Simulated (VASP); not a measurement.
The system is Fe.

```
Fe
1.0
     4.56514    0.00000    0.00000
     0.00000    4.56514    0.00000
     0.00000    0.00000    4.56514
Fe
8
Direct
  0.50000 0.50000 0.50000
  0.00000 0.00000 0.00000
  0.25000 0.00000 0.50000
  0.50000 0.25000 0.00000
  0.50000 0.75000 0.00000
  0.75000 0.00000 0.50000
  0.00000 0.50000 0.75000
  0.00000 0.50000 0.25000
```

- Program: VASP 6.6.1
- Task: relaxation of cell and atoms
- Functional: PBEsol
- Potentials or basis: VASP PAW PBE potentials, release 64 (Fe)
- Cutoff: 600 eV
- k mesh: 4 × 4 × 4
- Occupations: gaussian, width 0.1 eV
- Spin: collinear spin, ferromagnetic start
- Starting moments: [2.45, 2.45, 2.54, 2.54, 2.54, 2.54, 2.54, 2.54] μB

At the start: pressure -12.6 GPa; volume 11.89 Å³/atom.

Where does the relaxation end?

Over 3 steps the energy falls by 44.8 meV/atom and the volume is 10.95 Å³/atom (-8.0 %); space group Pm-3n (No. 223, to 0.1 Å) before and after; moment 16.66 μB per cell.

Step by step:
```tsv
step	energy change (eV)	largest force (eV/Å)	pressure (GPa)	volume (Å³)
1	0.0000	0.0000	-12.63	95.14
2	-0.1499	0.0000	13.77	82.81
3	-0.3583	0.0000	0.18	87.57
```

Final structure:
```cif
data_structure
_symmetry_space_group_name_H-M 'P 1'
_symmetry_Int_Tables_number 1
_cell_length_a 4.4407
_cell_length_b 4.4407
_cell_length_c 4.4407
_cell_angle_alpha 90.000
_cell_angle_beta 90.000
_cell_angle_gamma 90.000
_cell_volume 87.57
loop_
_atom_site_label
_atom_site_type_symbol
_atom_site_fract_x
_atom_site_fract_y
_atom_site_fract_z
_atom_site_occupancy
Fe1 Fe 0.50000 0.50000 0.50000 1
Fe2 Fe 0.00000 0.00000 0.00000 1
Fe3 Fe 0.25000 0.00000 0.50000 1
Fe4 Fe 0.50000 0.25000 0.00000 1
Fe5 Fe 0.50000 0.75000 0.00000 1
Fe6 Fe 0.75000 0.00000 0.50000 1
Fe7 Fe 0.00000 0.50000 0.75000 1
Fe8 Fe 0.00000 0.50000 0.25000 1
```

Caveat: the PAW data sets were made with another functional, which shifts forces and pressure a little.
